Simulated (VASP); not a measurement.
# CoSi (zincblende type) (F-43m) in VASP: notebook

The runs below take CoSi (zincblende type) through relaxation of cell and atoms, with PBE.

Everything below comes from runs of VASP 6.6.1. Logs are shortened: lines on timing, memory, paths and dates and some standing lists are left out, and cuts for length are marked.

### 1 The cell of the first run

The structure is cubic, space group F-43m (No. 216). Conventional cell: a = 4.797 Å, b = 4.797 Å, c = 4.797 Å, α = 90.00°, β = 90.00°, γ = 90.00°. Within 2.8 Å of Co (site symmetry -43m) lie 4 Si at 2.08 Å. Si (site symmetry -43m) has 4 Co at 2.08 Å within 2.8 Å.

### 2 Relaxation of cell and atoms, PBE, target pressure 14 GPa, at which the enthalpy is minimised

INCAR

```
PREC = Accurate ; ENCUT = 600
EDIFF = 1E-7 ; ISMEAR = -1
SIGMA = 0.05 ; LREAL = False
LASPH = True ; NELM = 80
ALGO = Normal ; ISIF = 3
LWAVE = False ; LCHARG = False
GGA = PE ; IBRION = 2
NSW = 60 ; EDIFFG = -0.005
PSTRESS = 140.0
```

KPOINTS

```
Automatic mesh
0
Gamma
  13 13 13
```

POSCAR

```
CoSi
1.0
    0.0000000000      2.3983842897      2.3983842897
    2.3983842897      0.0000000000      2.3983842897
    2.3983842897      2.3983842897      0.0000000000
Co Si
1 1
Direct
    0.0000000000      0.0000000000      0.0000000000
    0.2500000000      0.2500000000      0.2500000000
```

Potentials or basis: VASP PAW PBE potentials, release 64 (Co, Si).

The run is started by

```
$ cat potpaw_PBE.64/Co/POTCAR potpaw_PBE.64/Si/POTCAR > POTCAR
$ mpirun -np 1 vasp_std > vasp.out
```

OUTCAR:

```text
PREC = Accurate
   ENCUT = 600
   EDIFF = 1E-7
   ISMEAR = -1
   LREAL = False
   LASPH = True
   NELM = 80
   ISIF = 3
   GGA = PE
   IBRION = 2
   NSW = 60
   EDIFFG = -0.005
   PSTRESS = 140.0

 ion  position               nearest neighbor table
   1  0.000  0.000  0.000-   2 2.08   2 2.08   2 2.08   2 2.08
   2  0.250  0.250  0.250-   1 2.08   1 2.08   1 2.08   1 2.08

  LATTYP: Found a face centered cubic cell.
 ALAT       =     4.7967685794

  Lattice vectors:

 A1 = (   0.0000000000,   2.3983842897,   2.3983842897)
 A2 = (   2.3983842897,   0.0000000000,   2.3983842897)
 A3 = (   2.3983842897,   2.3983842897,   0.0000000000)

Analysis of symmetry for initial positions (statically):
=====================================================================
 Subroutine PRICEL returns:
 Original cell was already a primitive cell.

 Routine SETGRP: Setting up the symmetry group for a
 face centered cubic supercell.

 Subroutine GETGRP returns: Found 24 space group operations
 (whereof 24 operations were pure point group operations)
 out of a pool of 48 trial point group operations.

The static configuration has the point symmetry T_d .

Analysis of symmetry for dynamics (positions and initial velocities):
=====================================================================
 Subroutine PRICEL returns:
 Original cell was already a primitive cell.

 Routine SETGRP: Setting up the symmetry group for a
 face centered cubic supercell.

 Subroutine GETGRP returns: Found 24 space group operations
 (whereof 24 operations were pure point group operations)
 out of a pool of 48 trial point group operations.

The dynamic configuration has the point symmetry T_d .

 Subroutine INISYM returns: Found 24 space group operations
 (whereof 24 operations are pure point group operations),
 and found     1 'primitive' translations

----------------------------------------------------------------------------------------

                                     Primitive cell

  volume of cell :      27.5922

  direct lattice vectors                    reciprocal lattice vectors
     0.000000000  2.398384290  2.398384290    -0.208473680  0.208473680  0.208473680
     2.398384290  0.000000000  2.398384290     0.208473680 -0.208473680  0.208473680
     2.398384290  2.398384290  0.000000000     0.208473680  0.208473680 -0.208473680

[... 96 lines left out ...]
   EMIN   =  10.00;   EMAX   =-10.00  energy-range for DOS
   EFERMI =   0.00;   METHOD = LEGACY
   ISMEAR =    -1;   SIGMA  =   0.05  broadening in eV -4-tet -1-fermi 0-gaus
   EFERMI_NEDOS =   21; number of points for ismear=-14 and -15
   IALGO  =     38    algorithm
   IMIX   =      4    mixing-type and parameters
     AMIX     =   0.40;   BMIX     =  1.00
     AMIX_MAG =   1.60;   BMIX_MAG =  1.00
  volume/ion in A,a.u.               =      13.80        93.10
  Fermi-wavevector in a.u.,A,eV,Ry     =   1.273876  2.407277 22.078993  1.622760
  Thomas-Fermi vector in A             =   2.406675
   LORBIT       =      0    0 simple, 1 ext, 2 COOP (PROOUT), +10 PAW based schemes
   GGA     = PE    functional components
   LHFCALC =     F    Hartree Fock is set to
   AEXX    =    0.0000 exact exchange contribution
   IVDW    =     0    specifies the selected vdW correction
   LEPSILON=     F    determine dielectric tensor
   LRPA    =     F    only Hartree local field effects (RPA)
 conjugate gradient relaxation of ions
 non-spin polarized calculation
  energy-cutoff  :      600.00
  volume of cell :       27.59
 maximum number of plane-waves:       941
   NGX = 13   NGY = 13   NGZ = 13

--------------------------------------- Ionic step        1  -------------------------------------------

 number of electron      13.0000004 magnetization

 Free energy of the ion-electron system (eV)
  ---------------------------------------------------
  ext. energy  EPLUGINS =         0.00000000
  ---------------------------------------------------
  free energy    TOTEN  =       -11.33684400 eV

  energy without entropy =      -11.33136471  energy(sigma->0) =      -11.33410436

------------------------ aborting loop because EDIFF is reached ----------------------------------------

  FORCE on cell =-STRESS in cart. coord.  units (eV):
  Direction    XX          YY          ZZ          XY          YZ          ZX
  --------------------------------------------------------------------------------------
  -------------------------------------------------------------------------------------
  Total        4.7656405      4.7656405      4.7656405      0.0000000      0.0000000      0.0000000
  in kB      276.7231869    276.7231869    276.7231869      0.0000000      0.0000000      0.0000000
  external PRESSURE =     136.7231869 kB  Pullay stress =     140.0000000 kB
[... 101 lines left out ...]
--------------------------------------- Ionic step        4  -------------------------------------------

 number of electron      12.9999995 magnetization

 Free energy of the ion-electron system (eV)
  ---------------------------------------------------
  ext. energy  EPLUGINS =         0.00000000
  ---------------------------------------------------
  free energy    TOTEN  =       -11.60156595 eV

  energy without entropy =      -11.59525525  energy(sigma->0) =      -11.59841060

 E-fermi :   7.1894     XC(G=0): -11.0308

 val. band max:        7.1214321834   @ k =  -0.3077   0.3077   0.0769
 cond. band min:       7.2544674532   @ k =   0.4615   0.3077   0.0000
 fundamental gap:      0.1330352698
 Fermi energy:         7.1893755044

 k-point     1 :       0.0000    0.0000    0.0000
  band No.  band energies     occupation
      1      -3.3007      2.00000
      2       4.5883      2.00000
      3       4.5883      2.00000
      4       4.5883      2.00000
      5       5.9774      2.00000
      6       5.9774      2.00000
      7      14.3970      0.00000
      8      14.3970      0.00000
      9      14.3970      0.00000
     10      15.2668      0.00000
[... 287 lines left out ...]
 k-point    24 :       0.4615    0.1538    0.0000
  band No.  band energies     occupation
      1      -0.5862      2.00000
      2       3.1820      2.00000
      3       4.6884      2.00000
      4       4.9526      2.00000
      5       6.0170      2.00000
      6       6.2181      2.00000
      7       6.8363      1.99829
      8      10.5160      0.00000
      9      10.6594      0.00000
     10      14.7060      0.00000

 [... further k-points ...]

------------------------ aborting loop because EDIFF is reached ----------------------------------------

  FORCE on cell =-STRESS in cart. coord.  units (eV):
  Direction    XX          YY          ZZ          XY          YZ          ZX
  --------------------------------------------------------------------------------------
  -------------------------------------------------------------------------------------
  Total        2.5974902      2.5974902      2.5974902      0.0000000      0.0000000      0.0000000
  in kB      140.2807025    140.2807025    140.2807025      0.0000000      0.0000000      0.0000000
  external PRESSURE =       0.2807025 kB  Pullay stress =     140.0000000 kB
[... 21 lines left out ...]
  energy  without entropy=      -11.5952552512  energy(sigma->0) =      -11.59841060

  enthalpy is  TOTEN    =        -9.0092733357 eV   P V=        2.5922926189

 reached required accuracy - stopping structural energy minimisation
```

Run time: 82 s. Hardware: 1 thread of Intel Xeon Platinum 8259CL at 2.50GHz (Skylake/Cascade Lake), shared host; peak memory 0.19 GiB.

Results:

| Property | Result |
| --- | --- |
| Free energy | -11.6016 eV |
| Relaxed volume | 14.83 Å³/atom |
| Relaxed cell | a = 3.475 Å, b = 3.475 Å, c = 3.475 Å, α = 60.00°, β = 60.00°, γ = 60.00° |
| Space group after relaxing (to 0.05 Å) | F-43m (No. 216) |
| Energy change on relaxing (the enthalpy is what falls) | -132.4 meV/atom |
| Ionic steps | 4 |
| Pressure after relaxing | 14.0 GPa |

Step by step:
| step | energy change (eV) | largest force (eV/Å) | pressure (GPa) | volume (Å³) |
| --- | --- | --- | --- | --- |
| 1 | 0.0000 | 0.0000 | 27.67 | 27.59 |
| 2 | -0.3930 | 0.0000 | 1.19 | 32.57 |
| 3 | -0.2685 | 0.0000 | 13.77 | 29.71 |
| 4 | -0.2647 | 0.0000 | 14.03 | 29.67 |

Final structure:
```
Co Si
1.0
     0.00000    2.45704    2.45704
     2.45704    0.00000    2.45704
     2.45704    2.45704    0.00000
Co Si
1 1
Cartesian
  0.0000 0.0000 0.0000
  1.2285 1.2285 1.2285
```

Caveat: the cell is relaxed towards a set pressure, so the enthalpy falls and the energy may rise. Spin polarisation is off, so any magnetic state and its effect on volume and gap are missing.

### 3 Relaxation of cell and atoms, PBE, target pressure 14 GPa, at which the enthalpy is minimised

This run uses another cell than the first one, of 14.84 Å³/atom, 1.075 times its volume.

INCAR

```
ALGO     = Normal         # electronic algorithm
EDIFF    = 1E-6           # SCF threshold, eV
EDIFFG   = -0.005         # ionic threshold
ENCUT    = 600            # plane-wave cutoff, eV
GGA      = PE             # functional
IBRION   = 2              # ionic algorithm
ISIF     = 3              # what is computed and relaxed
ISMEAR   = -1             # smearing method
LASPH    = True           # aspherical terms in the spheres
LCHARG   = False          # write CHGCAR
LREAL    = False          # projectors in reciprocal space
LWAVE    = False          # write WAVECAR
NELM     = 100            # most SCF steps
NSW      = 32             # ionic steps
PREC     = Accurate       # precision mode
PSTRESS  = 140.0        
SIGMA    = 0.05           # smearing width, eV
```

KPOINTS

```
k-points
0
Gamma
  13 13 13
```

POSCAR

```
CoSi
1.0
    0.0000000000      2.4571551124      2.4571551124
    2.4571551124      0.0000000000      2.4571551124
    2.4571551124      2.4571551124      0.0000000000
Co Si
1 1
Direct
    0.0000000000      0.0000000000      0.0000000000
    0.2500000000      0.2500000000      0.2500000000
```

Potentials or basis: VASP PAW PBE potentials, release 64 (Co, Si).

The run is started by

```
$ cat potpaw_PBE.64/Co/POTCAR potpaw_PBE.64/Si/POTCAR > POTCAR
$ mpirun -np 1 vasp_std > vasp.out
```

Wall time 23 s (1 thread of Intel Xeon Platinum 8259CL at 2.50GHz (Skylake/Cascade Lake), shared host); peak memory 0.18 GiB.

It converged, with:

* Free energy: -11.6025 eV
* Pressure after relaxing: 14.0 GPa

Final structure:
```
CELL_PARAMETERS angstrom
0.00000 2.45716 2.45716
2.45716 0.00000 2.45716
2.45716 2.45716 0.00000
ATOMIC_POSITIONS crystal
Co 0.00000 0.00000 0.00000
Si 0.25000 0.25000 0.25000
```

Levels at points of the mesh, in eV from the Fermi level:
```
           k point  band 2  band 3  band 4  band 5  band 6  band 7  band 8  band 9  band 10
(0.00, 0.00, 0.00)   -2.60   -2.60   -2.60   -1.21   -1.21    7.21    7.21    7.21     8.08
```

Caveat: the relaxation stopped at its first step, so nothing moved; the cell is relaxed towards a set pressure, so the enthalpy falls and the energy may rise.
